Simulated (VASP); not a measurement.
Runs of VASP 6.6.1 on WS2. The structure is that of space group P-3m1 (No. 164), or close to it. The cells are those of the table. 

```tsv
task	spin	cell	k mesh	k mesh for the DOS	occupations for the DOS	gap on the mesh (eV)	moment (μB)	largest force (eV/Å)
single point	collinear, ferrimagnetic start	a = 3.925, b = 3.925, c = 17.000 Å, angles 90.0, 90.0, 120.0°, 3 atoms	6 × 6 × 1	-	-	none	2.00	(a)
single point	collinear, zero start	a = 3.925, b = 3.925, c = 17.000 Å, angles 90.0, 90.0, 120.0°, 3 atoms	6 × 6 × 1	-	-	none	0.00	1.60
single point	collinear, zero start	a = 3.213, b = 3.213, c = 29.382 Å, angles 90.0, 90.0, 120.0°, 3 atoms	6 × 6 × 1	-	-	none	0.00	-
single point	off	a = 3.210, b = 3.210, c = 29.382 Å, angles 90.0, 90.0, 120.0°, 3 atoms	18 × 18 × 1	-	-	none	-	-
single point	off	a = 3.213, b = 3.213, c = 29.382 Å, angles 90.0, 90.0, 120.0°, 3 atoms	18 × 18 × 1	-	-	none	-	0.04
```

Alike in all rows: level PBE; potentials or basis VASP PAW PBE potentials, release 64 (W_sv, S); cutoff (eV) 520; smearing gaussian 0.1 eV.

Q: Fill in the values left out.

A: (a) 1.87.

Caveats: some runs use coarse meshes; spin-orbit coupling is left out, which moves the levels of the heavy elements.

A k mesh can miss the band edges, and the runs leave out spin-orbit coupling on W.

A gap of «none» marks levels without a gap at the run's occupations.
